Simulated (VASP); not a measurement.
# AlRu (P4/mmm) in VASP: a series of runs

AlRu is run at these levels: LDA; tasks: single point.

Program: VASP 6.6.1. These are calculated values, not measurements. Logs are shortened: lines on timing, memory, paths and dates and some standing lists are left out, and cuts for length are marked.

## 1. The cell of the first run

The structure is tetragonal, space group P4/mmm (No. 123). The conventional cell has a = 2.992 Å, b = 2.992 Å, c = 2.932 Å, α = 90.00°, β = 90.00°, γ = 90.00°. Al (site symmetry 4/mmm) has 8 Ru at 2.57 Å and 6 Al at 2.93 to 2.99 Å within 3.4 Å. Within 3.4 Å of Ru (site symmetry 4/mmm) lie 8 Al at 2.57 Å and 6 Ru at 2.93 to 2.99 Å.

## 2. Single point, LDA (strain -0.0200 x Voigt [1, 0, 0, 0, 0, 0])

File INCAR:

```
SYSTEM = AlRu
PREC = Accurate
ENCUT = 520
EDIFF = 1E-6
ISMEAR = 0
SIGMA = 0.15
LREAL = .FALSE.
LASPH = .TRUE.
NELM = 60
ALGO = Fast
ISIF = 2
LWAVE = .FALSE.
LCHARG = .FALSE.
GGA = CA
NBANDS = 16
```

File KPOINTS:

```
regular mesh
0
G
  16 16 16
  0 0 0
```

File POSCAR:

```
AlRu
1.0
    2.9317680000      0.0000000000      0.0000000000
    0.0000000000      2.9916000000      0.0000000000
    0.0000000000      0.0000000000      2.9916000000
Al Ru
1 1
Direct
    0.0000000000      0.0000000000      0.0000000000
    0.5000000000      0.5000000000      0.5000000000
```

Potentials or basis: VASP PAW LDA potentials, release 64 (Al, Ru_pv).

The run is started by

```bash
cat potpaw_LDA.64/Al/POTCAR potpaw_LDA.64/Ru_pv/POTCAR > POTCAR
mpirun -np 1 vasp_std > vasp.out
```

OUTCAR:

```text
SYSTEM = AlRu
   PREC = Accurate
   ENCUT = 520
   EDIFF = 1E-6
   ISMEAR = 0
   LREAL = .FALSE.
   LASPH = .TRUE.
   NELM = 60
   ISIF = 2
   GGA = CA

 ion  position               nearest neighbor table
   1  0.000  0.000  0.000-   2 2.57   2 2.57   2 2.57   2 2.57   2 2.57   2 2.57   2 2.57   2 2.57

   2  0.500  0.500  0.500-   1 2.57   1 2.57   1 2.57   1 2.57   1 2.57   1 2.57   1 2.57   1 2.57

  LATTYP: Found a simple tetragonal cell.
 ALAT       =     2.9916000000
 C/A-ratio  =     0.9800000000

  Lattice vectors:

 A1 = (   0.0000000000,   2.9916000000,   0.0000000000)
 A2 = (   0.0000000000,   0.0000000000,   2.9916000000)
 A3 = (   2.9317680000,   0.0000000000,   0.0000000000)

Analysis of symmetry for initial positions (statically):
=====================================================================
 Subroutine PRICEL returns:
 Original cell was already a primitive cell.

 Routine SETGRP: Setting up the symmetry group for a
 simple tetragonal supercell.

 Subroutine GETGRP returns: Found 16 space group operations
 (whereof 16 operations were pure point group operations)
 out of a pool of 16 trial point group operations.

The static configuration has the point symmetry D_4h.

Analysis of symmetry for dynamics (positions and initial velocities):
=====================================================================
 Subroutine PRICEL returns:
 Original cell was already a primitive cell.

 Routine SETGRP: Setting up the symmetry group for a
 simple tetragonal supercell.

 Subroutine GETGRP returns: Found 16 space group operations
 (whereof 16 operations were pure point group operations)
 out of a pool of 16 trial point group operations.

The dynamic configuration has the point symmetry D_4h.

 Subroutine INISYM returns: Found 16 space group operations
 (whereof 16 operations are pure point group operations),
 and found     1 'primitive' translations

----------------------------------------------------------------------------------------

                                     Primitive cell

  volume of cell :      26.2384

  direct lattice vectors                    reciprocal lattice vectors
     2.931768000  0.000000000  0.000000000     0.341091110  0.000000000  0.000000000
     0.000000000  2.991600000  0.000000000     0.000000000  0.334269287  0.000000000
     0.000000000  0.000000000  2.991600000     0.000000000  0.000000000  0.334269287

  length of vectors
     2.931768000  2.991600000  2.991600000     0.341091110  0.334269287  0.334269287

[... 81 lines left out ...]
   LREAL  =      F    real-space projection
   EDIFFG = 0.1E-04   stopping-criterion for IOM
   NSW    =      0    number of steps for IOM
   IBRION =     -1    ionic relax: 0-MD 1-quasi-New 2-CG
   NFREE  =      0    steps in history (QN), initial steepest desc. (CG)
   ISIF   =      2    stress and relaxation
   ISYM   =      2    0-nonsym 1-usesym 2-fastsym
   POTIM  = 0.5000    time-step for ionic-motion
   TEBEG  =    0.0;   TEEND  =   0.0 temperature during run
   PSTRESS=    0.0 pullay stress
   NELECT =      17.0000    total number of electrons
   NUPDOWN=      -1.0000    fix difference up-down
   EMIN   =  10.00;   EMAX   =-10.00  energy-range for DOS
   EFERMI =   0.00;   METHOD = LEGACY
   ISMEAR =     0;   SIGMA  =   0.15  broadening in eV -4-tet -1-fermi 0-gaus
   EFERMI_NEDOS =   21; number of points for ismear=-14 and -15
   IALGO  =     68    algorithm
   IMIX   =      4    mixing-type and parameters
     AMIX     =   0.40;   BMIX     =  1.00
     AMIX_MAG =   1.60;   BMIX_MAG =  1.00
  volume/ion in A,a.u.               =      13.12        88.53
  Fermi-wavevector in a.u.,A,eV,Ry     =   1.416595  2.676976 27.303360  2.006740
  Thomas-Fermi vector in A             =   2.537913
   LORBIT       =      0    0 simple, 1 ext, 2 COOP (PROOUT), +10 PAW based schemes
   GGA     = CA    functional components
   LHFCALC =     F    Hartree Fock is set to
   AEXX    =    0.0000 exact exchange contribution
   IVDW    =     0    specifies the selected vdW correction
   LEPSILON=     F    determine dielectric tensor
   LRPA    =     F    only Hartree local field effects (RPA)
 non-spin polarized calculation
 RMM-DIIS sequential band-by-band and
 Gauss-broadening in eV      SIGMA  =   0.15
  energy-cutoff  :      520.00
  volume of cell :       26.24
 maximum number of plane-waves:       731
 NGX is ok and might be reduce to    24
   NGX = 11   NGY = 11   NGZ = 11

 number of electron      16.9999998 magnetization

 Free energy of the ion-electron system (eV)
  ---------------------------------------------------
  ext. energy  EPLUGINS =         0.00000000
  ---------------------------------------------------
  free energy    TOTEN  =       -16.18167096 eV

  energy without entropy =      -16.16314166  energy(sigma->0) =      -16.17240631

 E-fermi :  10.8234     XC(G=0): -12.8966

 val. band max:       10.8229406354   @ k =   0.0625   0.3125   0.1250
 cond. band min:      10.8235241949   @ k =   0.1250   0.2500   0.0000
 fundamental gap:      0.0005835595
 Fermi energy:        10.8234183319

 k-point     1 :       0.0000    0.0000    0.0000
  band No.  band energies     occupation
      1     -30.7788      2.00000
      2     -30.7788      2.00000
      3     -30.7534      2.00000
      4       1.0240      2.00000
      5       7.0938      2.00000
      6       7.0995      2.00000
[... 433 lines left out ...]
      3     -30.7602      2.00000
      4       3.0878      2.00000
      5       7.1648      2.00000
      6       7.7951      2.00000
[... 8 lines left out ...]
     15      25.0707      0.00000
     16      25.2601      0.00000

 [... further k-points ...]

------------------------ aborting loop because EDIFF is reached ----------------------------------------

  FORCE on cell =-STRESS in cart. coord.  units (eV):
  Direction    XX          YY          ZZ          XY          YZ          ZX
  --------------------------------------------------------------------------------------
  -------------------------------------------------------------------------------------
  Total       -0.1621485     -0.7587485     -0.7587485      0.0000000      0.0000000      0.0000000
  in kB       -9.9011762    -46.3310121    -46.3310121      0.0000000      0.0000000      0.0000000
  external PRESSURE =     -34.1877335 kB  Pullay stress =       0.0000000 kB

 VOLUME and BASIS-vectors are now :
 -----------------------------------------------------------------------------
  energy-cutoff  :      520.00
  volume of cell :       26.24
      direct lattice vectors                 reciprocal lattice vectors
     2.931768000  0.000000000  0.000000000     0.341091110  0.000000000  0.000000000
     0.000000000  2.991600000  0.000000000     0.000000000  0.334269287  0.000000000
     0.000000000  0.000000000  2.991600000     0.000000000  0.000000000  0.334269287

 POSITION                                       TOTAL-FORCE (eV/Angst)
 -----------------------------------------------------------------------------------
      0.00000      0.00000      0.00000         0.000000      0.000000      0.000000
      1.46588      1.49580      1.49580         0.000000      0.000000      0.000000
 -----------------------------------------------------------------------------------
    total drift:                                0.000000     -0.000000     -0.000000

  FREE ENERGIE OF THE ION-ELECTRON SYSTEM (eV)
  ---------------------------------------------------
  free  energy   TOTEN  =       -16.1816709567 eV

  energy  without entropy=      -16.1631416617  energy(sigma->0) =      -16.17240631
```

stdout:

```text
POSCAR found type information on POSCAR AlRu
 POSCAR found :  2 types and       2 ions
 scaLAPACK will be used
 LDA part: xc-table for (Slater(with rela. corr.)+CA(PZ))
 , standard interpolation
 POSCAR, INCAR and KPOINTS ok, starting setup
 FFT: planning ... GRIDC
 FFT: planning ... GRID_SOFT
 FFT: planning ... GRID
 WAVECAR not read
 entering main loop
```

Run time: 94 s. Hardware: 1 thread of Intel Xeon 8259CL, shared host; peak memory 0.27 GiB.

Results:

```yaml
Free_energy: -16.1817 eV
Pressure: -3.4 GPa
Band_gap_on_the_k_mesh: zero (an odd number of electrons rules out a gap without spin polarisation)
```

Stress tensor (GPa, compression positive):
```
-0.99  0.00  0.00
 0.00 -4.63  0.00
 0.00  0.00 -4.63
```

Caveat: the cell differs from its parent crystal (strain -0.0200 x Voigt [1, 0, 0, 0, 0, 0]); the cell stands under tension.

## 3. Single point, LDA (strain -0.0100 x Voigt [1, 0, 0, 0, 0, 0])

File INCAR:

```
ALGO = Fast
EDIFF = 1E-7
ENCUT = 520
GGA = CA
ISIF = 2
ISMEAR = 0
LASPH = True
LCHARG = False
LREAL = False
LWAVE = False
NBANDS = 16
NELM = 60
PREC = Accurate
SIGMA = 0.15
```

File KPOINTS:

```
k-points
0
Gamma
  16 16 16
```

Changes to POSCAR since step 2:

```diff
@@ -2,3 +2,3 @@
 1.0
-    2.9317680000      0.0000000000      0.0000000000
+    2.9616840000      0.0000000000      0.0000000000
     0.0000000000      2.9916000000      0.0000000000
```

Potentials or basis: VASP PAW LDA potentials, release 64 (Al, Ru_pv).

The run is started by

```bash
cat potpaw_LDA.64/Al/POTCAR potpaw_LDA.64/Ru_pv/POTCAR > POTCAR
mpirun -np 1 vasp_std > vasp.out
```

Wall time 1.8 min (1 thread of Intel Xeon 8259CL, shared host); peak memory 0.27 GiB.

The run converged. Its results:

- Free energy: -16.1773 eV
- Pressure: -5.5 GPa
- Band gap on the k mesh: zero (an odd number of electrons rules out a gap without spin polarisation)

Stress tensor (GPa, compression positive):
```
-4.38  0.00  0.00
 0.00 -6.12  0.00
 0.00  0.00 -6.12
```

Levels at points of the mesh, in eV from the Fermi level:
```csv
k point,band 7,band 8,band 9,band 10,band 11,band 12
"(0.00, 0.00, 0.00)",0.13,0.19,0.19,5.95,5.95,6.26
"(0.50, 0.00, 0.00)",-1.69,-1.69,0.40,2.40,7.47,10.93
"(0.00, 0.50, 0.00)",-1.68,-1.56,0.45,2.22,7.48,10.93
"(0.50, 0.50, 0.00)",-1.31,-1.25,-1.21,1.54,5.36,6.33
"(0.00, 0.50, 0.50)",-1.40,-1.14,-1.14,1.47,5.22,6.27
"(0.50, 0.50, 0.50)",1.57,1.65,2.52,4.11,4.11,4.18
```

Caveat: the cell differs from its parent crystal (strain -0.0100 x Voigt [1, 0, 0, 0, 0, 0]); the cell stands under tension.

## 4. Single point, LDA (strain +0.0100 x Voigt [1, 0, 0, 0, 0, 0])

File INCAR:

```
SYSTEM = AlRu
  ALGO = Fast
  EDIFF = 1E-7
  ENCUT = 520
  GGA = CA
  ISIF = 2
  ISMEAR = 0
  LASPH = .True.
  LCHARG = .False.
  LREAL = .False.
  LWAVE = .False.
  NBANDS = 16
  NELM = 60
  PREC = Accurate
  SIGMA = 0.15
```

File KPOINTS:

```
k-points
0
Gamma
  16 16 16
  0 0 0
```

Changes to POSCAR since step 3:

```diff
@@ -2,3 +2,3 @@
 1.0
-    2.9616840000      0.0000000000      0.0000000000
+    3.0215160000      0.0000000000      0.0000000000
     0.0000000000      2.9916000000      0.0000000000
```

The run is started by

```bash
cat potpaw_LDA.64/Al/POTCAR potpaw_LDA.64/Ru_pv/POTCAR > POTCAR
mpirun -np 1 vasp_std > vasp.out
```

It took 1.7 min on 1 thread of Intel Xeon 8259CL, shared host; peak memory 0.27 GiB.

It converged, with:

```
Free energy            : -16.1523 eV
Pressure               : -9.5 GPa
Band gap on the k mesh : zero (an odd number of electrons rules out a gap without spin polarisation)
```

Stress tensor (GPa, compression positive):
```
-10.56   0.00   0.00
  0.00  -8.96   0.00
  0.00   0.00  -8.96
```

Levels at points of the mesh, in eV from the Fermi level:
| k point | band 7 | band 8 | band 9 | band 10 | band 11 | band 12 |
| --- | --- | --- | --- | --- | --- | --- |
| (0.00, 0.00, 0.00) | 0.15 | 0.15 | 0.21 | 5.76 | 6.06 | 6.06 |
| (0.50, 0.00, 0.00) | -1.56 | -1.56 | 0.45 | 2.10 | 7.50 | 11.00 |
| (0.00, 0.50, 0.00) | -1.68 | -1.56 | 0.41 | 2.27 | 7.49 | 10.75 |
| (0.50, 0.50, 0.00) | -1.33 | -1.15 | -1.12 | 1.45 | 5.14 | 6.08 |
| (0.00, 0.50, 0.50) | -1.31 | -1.22 | -1.22 | 1.51 | 5.27 | 6.14 |
| (0.50, 0.50, 0.50) | 1.52 | 1.60 | 2.40 | 4.05 | 4.11 | 4.11 |

Caveat: the cell differs from its parent crystal (strain +0.0100 x Voigt [1, 0, 0, 0, 0, 0]); the cell stands under tension.

## 5. Single point, LDA (strain +0.0200 x Voigt [1, 0, 0, 0, 0, 0])

File INCAR:

```
PREC = Accurate ; ENCUT = 520
EDIFF = 1E-6 ; ISMEAR = 0
SIGMA = 0.15 ; LREAL = F
LASPH = T ; NELM = 60
ALGO = Fast ; ISIF = 2
LWAVE = F ; LCHARG = F
GGA = CA ; NBANDS = 16
```

File KPOINTS:

```
Automatic mesh
0
Gamma
  16 16 16
```

Changes to POSCAR since step 4:

```diff
@@ -2,3 +2,3 @@
 1.0
-    3.0215160000      0.0000000000      0.0000000000
+    3.0514320000      0.0000000000      0.0000000000
     0.0000000000      2.9916000000      0.0000000000
```

The run is started by

```bash
cat potpaw_LDA.64/Al/POTCAR potpaw_LDA.64/Ru_pv/POTCAR > POTCAR
mpirun -np 1 vasp_std > vasp.out
```

It took 92 s on 1 thread of Intel Xeon 8259CL, shared host; peak memory 0.27 GiB.

The run converged. Its results:

```
Free energy            : -16.1325 eV
Pressure               : -11.3 GPa
Band gap on the k mesh : zero (an odd number of electrons rules out a gap without spin polarisation)
```

Stress tensor (GPa, compression positive):
```
-13.32   0.00   0.00
  0.00 -10.24   0.00
  0.00   0.00 -10.24
```

Levels at points of the mesh, in eV from the Fermi level:
| k point | band 7 | band 8 | band 9 | band 10 | band 11 | band 12 |
| --- | --- | --- | --- | --- | --- | --- |
| (0.00, 0.00, 0.00) | 0.12 | 0.12 | 0.24 | 5.52 | 6.11 | 6.11 |
| (0.50, 0.00, 0.00) | -1.50 | -1.50 | 0.46 | 1.95 | 7.51 | 11.03 |
| (0.00, 0.50, 0.00) | -1.73 | -1.51 | 0.39 | 2.29 | 7.48 | 10.53 |
| (0.50, 0.50, 0.00) | -1.31 | -1.12 | -1.05 | 1.40 | 5.03 | 5.96 |
| (0.00, 0.50, 0.50) | -1.27 | -1.26 | -1.26 | 1.53 | 5.29 | 6.08 |
| (0.50, 0.50, 0.50) | 1.46 | 1.61 | 2.34 | 3.99 | 4.11 | 4.11 |

Caveat: the cell differs from its parent crystal (strain +0.0200 x Voigt [1, 0, 0, 0, 0, 0]); the cell stands under tension.

## 6. Single point, LDA (strain +0.0300 x Voigt [1, 0, 0, 0, 0, 0])

File INCAR:

```
SYSTEM = AlRu
PREC = Accurate
ENCUT = 520
EDIFF = 1E-6
ISMEAR = 0
SIGMA = 0.15
LREAL = .False.
LASPH = .True.
NELM = 80
ALGO = Fast
ISIF = 2
LWAVE = .False.
LCHARG = .False.
GGA = CA
NBANDS = 16
```

File KPOINTS:

```
Automatic mesh
0
Gamma
  16 16 16
  0 0 0
```

Changes to POSCAR since step 5:

```diff
@@ -2,3 +2,3 @@
 1.0
-    3.0514320000      0.0000000000      0.0000000000
+    3.0813480000      0.0000000000      0.0000000000
     0.0000000000      2.9916000000      0.0000000000
```

Potentials or basis: VASP PAW LDA potentials, release 64 (Al, Ru_pv).

The run is started by

```bash
cat potpaw_LDA.64/Al/POTCAR potpaw_LDA.64/Ru_pv/POTCAR > POTCAR
mpirun -np 1 vasp_std > vasp.out
```

It took 92 s on 1 thread of Intel Xeon 8259CL, shared host; peak memory 0.27 GiB.

It converged, with:

```yaml
Free_energy: -16.1081 eV
Pressure: -12.9 GPa
Band_gap_on_the_k_mesh: zero (an odd number of electrons rules out a gap without spin polarisation)
```

Stress tensor (GPa, compression positive):
```
-15.89   0.00   0.00
  0.00 -11.47   0.00
  0.00   0.00 -11.47
```

Levels at points of the mesh, in eV from the Fermi level:
```csv
k point,band 7,band 8,band 9,band 10,band 11,band 12
"(0.00, 0.00, 0.00)",0.10,0.10,0.28,5.29,6.16,6.16
"(0.50, 0.00, 0.00)",-1.44,-1.44,0.48,1.81,7.52,11.06
"(0.00, 0.50, 0.00)",-1.79,-1.46,0.37,2.30,7.47,10.32
"(0.50, 0.50, 0.00)",-1.29,-1.09,-0.99,1.34,4.94,5.84
"(0.00, 0.50, 0.50)",-1.30,-1.23,-1.23,1.54,5.31,6.01
"(0.50, 0.50, 0.50)",1.40,1.62,2.28,3.93,4.10,4.10
```

Caveat: the cell differs from its parent crystal (strain +0.0300 x Voigt [1, 0, 0, 0, 0, 0]); the cell stands under tension.

## 7. Summary

```csv
cell,further INCAR settings,gap on the mesh (eV),pressure (GPa)
"a = 2.932, b = 2.992, c = 2.992 Å, 2 atoms",ALGO = Fast; EDIFF = 1e-06; NBANDS = 16,none,-3.4
"a = 2.962, b = 2.992, c = 2.992 Å, 2 atoms",ALGO = Fast; EDIFF = 1e-07; NBANDS = 16,none,-5.5
"a = 3.022, b = 2.992, c = 2.992 Å, 2 atoms",ALGO = Fast; EDIFF = 1e-07; NBANDS = 16,none,-9.5
"a = 3.051, b = 2.992, c = 2.992 Å, 2 atoms",ALGO = Fast; EDIFF = 1e-06; NBANDS = 16,none,-11.3
"a = 3.081, b = 2.992, c = 2.992 Å, 2 atoms",ALGO = Fast; EDIFF = 1e-06; NBANDS = 16,none,-12.9
```

Alike in all rows: task single point; level LDA; potentials or basis VASP PAW LDA potentials, release 64 (Al, Ru_pv); no spin polarisation; k mesh 16 × 16 × 16; cutoff (eV) 520; smearing gaussian 0.15 eV.

Caveats: the cell stands under tension.

Total energies depend on the potentials used, so only differences within one code and one set of settings carry meaning.
